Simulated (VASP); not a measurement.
Input of a VASP 6.6.1 run:

The input INCAR:

```
ALGO = Normal
EDIFF = 1E-6
ENCUT = 520
GGA = PE
ISIF = 2
ISMEAR = 0
LASPH = True
LCHARG = True
LELF = True
LREAL = False
LVHAR = True
LWAVE = False
NBANDS = 34
NELM = 80
PREC = Accurate
SIGMA = 0.05
```

KPOINTS

```
k-points
0
Gamma
  6 6 4
```

The input POSCAR:

```
SiO2
1.0
    5.0287972619      0.0000000000      0.0000000000
   -2.5143986310      4.3550661793      0.0000000000
    0.0000000000      0.0000000000      5.6688224979
Si O
3 6
Direct
    0.0000000000      0.5000000000      0.3333333333
    0.5000000000      0.5000000000      0.6666666667
    0.5000000000      0.0000000000      0.0000000000
    0.5839605948      0.7919802974      0.8333333333
    0.7919802974      0.5839605948      0.5000000000
    0.7919802974      0.2080197026      0.1666666667
    0.4160394052      0.2080197026      0.8333333333
    0.2080197026      0.4160394052      0.5000000000
    0.2080197026      0.7919802974      0.1666666667
```

Potentials or basis: VASP PAW PBE potentials, release 64 (Si, O).

Command:

```sh
$ cat potpaw_PBE.64/Si/POTCAR potpaw_PBE.64/O/POTCAR > POTCAR
$ mpirun -np 1 vasp_std > vasp.out
```

Q: Predict the pressure.

A: 2.8 GPa.

Q: What does it give for the band gap on the k mesh?

A: 5.61 eV, indirect (least direct gap 5.74 eV).

Forces on the atoms (eV/Å):
```
Si   0.000  0.000  0.000
Si   0.000  0.000  0.000
Si   0.000  0.000  0.000
O    0.115  0.066  0.000
O    0.000  0.132  0.000
O    0.115 -0.066  0.000
O   -0.115 -0.066  0.000
O    0.000 -0.132  0.000
O   -0.115  0.066  0.000
```

Caveat: the cell differs from its parent crystal (strain -0.015 along x and y, +0.015 along z). A k mesh can miss the band edges.
